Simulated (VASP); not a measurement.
Write the native input for VASP 6.6.1 that does the following.

| Property | Result |
| --- | --- |
| Task | single point |
| Functional | r2SCAN |
| Potentials or basis | VASP PAW PBE potentials, release 64 (Mg) |
| Cutoff | 520 eV |
| k mesh | 21 × 21 × 18 |
| Occupations | gaussian, width 0.15 eV |
| Spin | no spin polarisation |
| Dipole correction | no |
| Further INCAR settings | ALGO = Normal; EDIFF = 1e-07; NBANDS = 7 |

Mg:

```
Mg
1.0
     3.05030    0.00000    0.00000
    -1.52515    2.64164    0.00000
     0.00000    0.00000    3.04484
Mg
1
Direct
  0.00000 0.00000 0.00000
```

These files were run (other wordings do the same):

POSCAR

```
Mg
1.0
    3.0502998005      0.0000000000      0.0000000000
   -1.5251499003      2.6416371164      0.0000000000
    0.0000000000      0.0000000000      3.0448375700
Mg
1
Direct
    0.0000000000      0.0000000000      0.0000000000
```

INCAR.step1

```
  PREC = Accurate
  ENCUT = 520
  ISMEAR = 0
  SIGMA = 0.15
  LREAL = F
  LASPH = T
  NELM = 60
  NBANDS = 7
  GGA = PE
  ALGO = Normal
  EDIFF = 1E-4
  LWAVE = T
  LCHARG = F
```

INCAR.step2

```
  PREC = Accurate
  ENCUT = 520
  EDIFF = 1E-7
  ISMEAR = 0
  SIGMA = 0.15
  LREAL = F
  LASPH = T
  NELM = 60
  ALGO = Normal
  ISIF = 2
  LWAVE = F
  LCHARG = T
  METAGGA = R2SCAN
  LMIXTAU = T
  LELF = T
  LVHAR = T
  NBANDS = 7
  ISTART = 1
```

KPOINTS

```
Automatic mesh
0
Gamma
  21 21 18
```

Potentials or basis: VASP PAW PBE potentials, release 64 (Mg).

The run is started by

```bash
$ cat potpaw_PBE.64/Mg/POTCAR > POTCAR
$ cp INCAR.step1 INCAR
$ mpirun -np 1 vasp_std > vasp.out
$ cp INCAR.step2 INCAR
$ mpirun -np 1 vasp_std > vasp.out
```

Results of the run:

- Pressure: 0.4 GPa
- Band gap on the k mesh: zero (band 1 reaches 5.55 eV, above the bottom of band 2 at -0.39 eV)

Caveat: the PAW data sets were made with another functional, which shifts forces and pressure a little.

Wall time 120 s on 1 thread of Intel Xeon 6975P-C, on a shared host, peak memory 0.21 GiB.
